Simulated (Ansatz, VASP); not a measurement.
MgO: VASP beside Ansatz

```xyz
2
Lattice="0.0000 2.1566 2.1566 2.1566 0.0000 2.1566 2.1566 2.1566 0.0000" Properties=species:S:1:pos:R:3 pbc="T T T"
Mg    0.0000    0.0000    0.0000
O     2.1566    2.1566    2.1566
```

Alike in both runs: task single point; functional PBE; k mesh 8 × 8 × 8; no spin polarisation.

```csv
,VASP,Ansatz
version,VASP 6.6.1,Ansatz 0.2.0
potentials or method,"VASP PAW PBE potentials, release 64 (Mg, O), cutoff 600 eV","plane waves, PAW"
occupations,"gaussian, width 0.01 eV",fixed
valence electrons in the cell,8,16
```

|  | VASP | Ansatz | Ansatz less VASP |
| --- | --- | --- | --- |
| pressure (GPa) | -6.7 | -5.7 | +1.03 |

VASP's potentials hold 8 valence electrons a cell and Ansatz's 16, so a difference there can come from the potentials and not from the codes.
